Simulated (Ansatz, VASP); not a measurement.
**Two plane-wave programs on GaN**

```
Ga N
1.0
     0.00000    2.14083    2.36618
     2.14083    0.00000    2.36618
     2.14083    2.14083    0.00000
Ga N
1 1
Direct
  0.00000 0.00000 0.00000
  0.75000 0.75000 0.75000
```

Change from the starting cell: strain -0.050 along x and y, +0.050 along z, atoms carried along.

Alike in both runs: task single point; functional PBE; k mesh 10 × 10 × 10; occupations gaussian, width 0.05 eV; no spin polarisation.

|  | VASP | Ansatz |
| --- | --- | --- |
| version | VASP 6.6.1 | Ansatz 0.2.0 |
| potentials or method | VASP PAW PBE potentials, release 64 (Ga_d, N), cutoff 520 eV | scalar-relativistic, plane waves, PAW |
| valence electrons in the cell | 18 | 18 |

VASP gave:

- gap on the k mesh at the Fermi level (eV): 1.84
- least direct gap on the mesh (eV): 1.84
- pressure (GPa): 15.9
- traceless stress, the component that is largest in VASP (GPa): -10.00

Q: What did Ansatz give for the same quantities?

A: gap on the k mesh at the Fermi level (eV): 1.83; least direct gap on the mesh (eV): 1.83; pressure (GPa): 15.9; traceless stress, the component that is largest in VASP (GPa): -9.95.
